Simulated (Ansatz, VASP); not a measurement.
Se: VASP beside Ansatz

```
Se
1.0
    -1.27574    1.27574    1.27574
     1.27574   -1.27574    1.27574
     1.27574    1.27574   -1.27574
Se
1
Direct
  0.00000 0.00000 0.00000
```

Change from the starting cell: volume scaled by 0.407, to set the pressure.

Alike in both runs: task single point; functional PBE; k mesh 21 × 21 × 21; occupations fermi-dirac, width 0.1 eV; no spin polarisation.

```csv
,VASP,Ansatz
version,VASP 6.6.1,Ansatz 0.2.0
potentials or method,"VASP PAW PBE potentials, release 64 (Se)","PAW with Ansatz's default frozen-core files, scalar-relativistic"
plane-wave cutoff (eV),520,420
valence electrons in the cell,6,16
```

VASP gave:

| Item | Value |
| --- | --- |
| pressure (GPa) | 468.2 |

**Question.** What did Ansatz give for the same quantities?

**Answer.** Pressure (GPa): 457.8.

Both programs put the cell under a high pressure, so it lies far from rest at this level. VASP's potentials hold 6 valence electrons a cell and Ansatz's 16, so a difference there can come from the potentials and not from the codes.

Noted on VASP's run: the cell as given lies far from equilibrium.
